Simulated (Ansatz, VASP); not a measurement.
## Y3S in VASP and in Ansatz

```
CELL_PARAMETERS angstrom
5.38923 0.00000 0.00000
0.00000 5.38923 0.00000
0.00000 0.00000 3.60404
ATOMIC_POSITIONS crystal
Y 0.00000 0.50000 0.50000
Y 0.50000 0.00000 0.50000
Y 0.50000 0.50000 0.00000
S 0.00000 0.00000 0.00000
```

Alike in both runs: functional PBE; k mesh 10 × 10 × 14; occupations gaussian, width 0.1 eV; no spin polarisation.

Ansatz relaxed the structure, and its values are those at the end. VASP's run is a single point on that final structure, the one shown.

|  | VASP | Ansatz |
| --- | --- | --- |
| version | VASP 6.6.1 | Ansatz 0.2.0 |
| potentials or method | VASP PAW PBE potentials, release 64 (Y_sv, S), cutoff 520 eV | scalar-relativistic, plane waves, PAW |
| valence electrons in the cell | 39 | 39 |

|  | VASP | Ansatz | Ansatz less VASP |
| --- | --- | --- | --- |
| gap on the k mesh at the Fermi level (eV) | none | none | - |
| pressure (GPa) | -0.1 | 0.0 | +0.09 |

A gap of «none» marks a metal or a gap that the smearing closes.
